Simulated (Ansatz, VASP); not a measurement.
Two plane-wave programs on KCl

```
K Cl
1.0
     0.00000    3.29454    3.29454
     3.29454    0.00000    3.29454
     3.29454    3.29454    0.00000
K Cl
1 1
Direct
  0.00000 0.00000 0.00000
  0.50000 0.50000 0.50000
```

Change from the starting cell: hydrostatic strain +4.8%.

Alike in both runs: task single point; functional r2SCAN; k mesh 8 × 8 × 8; no spin polarisation.

```csv
,VASP,Ansatz
version,VASP 6.6.1,Ansatz 0.2.0
potentials or method,"VASP PAW PBE potentials, release 64 (K_sv, Cl)","plane waves, PAW"
plane-wave cutoff (eV),520,500
occupations,"gaussian, width 0.01 eV",fixed
valence electrons in the cell,16,16
```

```csv
,VASP,Ansatz,Ansatz less VASP
gap on the k mesh at the Fermi level (eV),5.38,5.38,-0.003
pressure (GPa),-1.9,-1.9,+0.04
```

VASP's potentials were made for PBE, not for r2SCAN.
